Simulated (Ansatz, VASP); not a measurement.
**MgI2 in VASP and in Ansatz**

INCAR

```
PREC = Accurate
ENCUT = 520
EDIFF = 1E-6
ISMEAR = 0
SIGMA = 0.01
LREAL = F
LASPH = T
NELM = 100
ALGO = Normal
ISIF = 2
LWAVE = F
LCHARG = F
GGA = PE
NBANDS = 15
```

The input KPOINTS:

```
Automatic mesh
0
Gamma
  6 6 4
```

POSCAR

```
MgI2
1.0
    4.1572130815      0.0000000000      0.0000000000
   -2.0786065407      3.6002521375      0.0000000000
    0.0000000000      0.0000000000      6.8733251562
Mg I
1 2
Direct
    0.0000000000      0.0000000000      0.0000000000
    0.3333333333      0.6666666667      0.2426220995
    0.6666666667      0.3333333333      0.7573779005
```

Input for Ansatz:

```yaml
crystal:
  lattice:
    - [4.1572130815, 0.0, 0.0]
    - [-2.0786065407, 3.6002521375, 0.0]
    - [0.0, 0.0, 6.8733251562]
  atoms:
    - { symbol: Mg, position: [0.0, 0.0, 0.0] }
    - { symbol: I, position: [0.3333333333, 0.6666666667, 0.2426220995] }
    - { symbol: I, position: [0.6666666667, 0.3333333333, 0.7573779005] }
kpoints:
  mp_grid: { grid: [6, 6, 4] }
hamiltonian:
  xc: pbe
scf:
  occupations: { method: fixed }
output:
  optics:
    e_range: [0, 6]
    de: 0.05
    sigma: 0.03
    scissors: 0
    scheme: gaussian
    bands: auto
```

Alike in both runs: task single point; functional PBE; k mesh 6 × 6 × 4; no spin polarisation.

|  | VASP | Ansatz |
| --- | --- | --- |
| version | VASP 6.6.1 | Ansatz 0.2.0 |
| potentials or method | VASP PAW PBE potentials, release 64 (Mg, I) | plane waves, PAW |
| plane-wave cutoff (eV) | 520 | 420 |
| occupations | gaussian, width 0.01 eV | fixed |
| valence electrons in the cell | 16 | 44 |

|  | VASP | Ansatz | Ansatz less VASP |
| --- | --- | --- | --- |
| gap on the k mesh at the Fermi level (eV) | 3.51 | 3.53 | +0.019 |

VASP's potentials hold 16 valence electrons a cell and Ansatz's 44, so a difference there can come from the potentials and not from the codes.

Spin-orbit coupling is off throughout.
